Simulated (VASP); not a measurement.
Write the native input for VASP 6.6.1 that does the following.

```yaml
Task: single point
Functional: revPBE
Potentials_or_basis: VASP PAW PBE potentials, release 64 (Zr_sv)
Cutoff: 520 eV
k_mesh: 6 × 6 × 6
Occupations: fermi-dirac, width 0.1 eV
Spin: no spin polarisation
Dipole_correction: no
Further_INCAR_settings: ALGO = Normal; EDIFF = 1e-06; NBANDS = 58
```

The structure of Zr lies in POSCAR:

```
Zr
1.0
    5.7320162706      0.0000000000      0.0000000000
    0.0000000000      5.7320162706      0.0000000000
    0.0000000000      0.0000000000      5.7320162706
Zr
8
Direct
    1.0000000000      1.0000000000      1.0000000000
    0.5000000000      0.5000000000      0.5000000000
    0.2500000000      0.0000000000      0.5000000000
    0.7500000000      0.0000000000      0.5000000000
    0.5000000000      0.2500000000      1.0000000000
    0.5000000000      0.7500000000      1.0000000000
    1.0000000000      0.5000000000      0.2500000000
    1.0000000000      0.5000000000      0.7500000000
```

The input as run:

INCAR

```
SYSTEM = Zr
PREC = Accurate
ENCUT = 520
EDIFF = 1E-6
ISMEAR = -1
SIGMA = 0.1
LREAL = .FALSE.
LASPH = .TRUE.
NELM = 80
ALGO = Normal
ISIF = 2
LWAVE = .FALSE.
LCHARG = .TRUE.
GGA = RE
LELF = .TRUE.
LVHAR = .TRUE.
NBANDS = 58
```

KPOINTS

```
Automatic mesh
0
G
  6 6 6
  0 0 0
```

Potentials or basis: VASP PAW PBE potentials, release 64 (Zr_sv).

Launch:

```console
$ cat potpaw_PBE.64/Zr_sv/POTCAR > POTCAR
$ mpirun -np 1 vasp_std > vasp.out
```

Results of the run:

```json
{
  "Pressure": "-0.1 GPa",
  "Band gap on the k mesh": "zero (bands 48 and 49 overlap by 0.38 eV)"
}
```

Caveat: the PAW data sets were made with another functional, which shifts forces and pressure a little.

It took 5.7 min on 1 thread of Intel Xeon 8259CL, with other jobs on the host, peak memory 0.4 GiB.
